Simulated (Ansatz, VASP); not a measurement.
## Cu: VASP beside Ansatz

```
CELL_PARAMETERS angstrom
2.70964 0.00000 0.00000
-1.35482 2.18290 0.00000
0.00000 0.00000 4.11652
ATOMIC_POSITIONS crystal
Cu 0.33333 0.66667 0.25000
Cu 0.66667 0.33333 0.75000
```

Change from the starting cell: strain +0.0750 x Voigt [1, 0, 0, 0, 0, 0], atoms carried along.

Alike in both runs: task single point; functional PBEsol; k mesh 30 × 30 × 14; occupations gaussian, width 0.15 eV; no spin polarisation.

|  | VASP | Ansatz |
| --- | --- | --- |
| version | VASP 6.6.1 | Ansatz 0.2.0 |
| potentials or method | VASP PAW PBE potentials, release 64 (Cu), cutoff 520 eV | scalar-relativistic, plane waves, PAW |
| valence electrons in the cell | 22 | 38 |

Ansatz gave:

* gap on the k mesh at the Fermi level (eV): none
* pressure (GPa): -9.5
* traceless stress, the component that is largest in VASP (GPa): -4.40
* rms of the force components (eV/Å): 0.070

Problem. Estimate VASP's values.

Solution. gap on the k mesh at the Fermi level (eV): none; pressure (GPa): -9.2; traceless stress, the component that is largest in VASP (GPa): -4.39; rms of the force components (eV/Å): 0.071.

VASP's potentials were made for PBE, not for PBEsol. Atom by atom the forces differ by 0.001 eV/Å (rms over components). A gap of «none» marks a metal or a gap that the smearing closes. VASP's potentials hold 22 valence electrons a cell and Ansatz's 38, so a difference there can come from the potentials and not from the codes.
